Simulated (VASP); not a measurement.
Here is a VASP 6.6.1 calculation.

INCAR

```
PREC = Accurate ; ENCUT = 600
EDIFF = 1E-6 ; ISMEAR = 0
SIGMA = 0.01 ; LREAL = False
LASPH = True ; NELM = 120
ALGO = Normal ; ISIF = 2
LWAVE = False ; LCHARG = False
GGA = PE ; NBANDS = 11
GGA_COMPAT = False
```

Contents of KPOINTS:

```
regular mesh
0
Gamma
  6 6 6
```

The input POSCAR:

```
Mg2Si
1.0
    0.0000000000      3.2128255251      3.2128255251
    3.2128255251      0.0000000000      3.2128255251
    3.2128255251      3.2128255251      0.0000000000
Si Mg
1 2
Direct
    0.0000000000      0.0000000000      0.0000000000
    0.2500000000      0.2500000000      0.2500000000
    0.7500000000      0.7500000000      0.7500000000
```

Potentials or basis: VASP PAW PBE potentials, release 64 (Si, Mg).

The run is started by

```sh
$ cat potpaw_PBE.64/Si/POTCAR potpaw_PBE.64/Mg/POTCAR > POTCAR
$ mpirun -np 1 vasp_std > vasp.out
```

(1) Predict the pressure.

(2) What does it give for the band gap on the k mesh?

## Answers

(1) -1.6 GPa.

(2) 0.24 eV (least direct gap 1.67 eV).

Caveat: the structure was generated, so it needn't be the stable form of Mg2Si; semilocal functionals underestimate gaps, and a narrow one can read as zero.
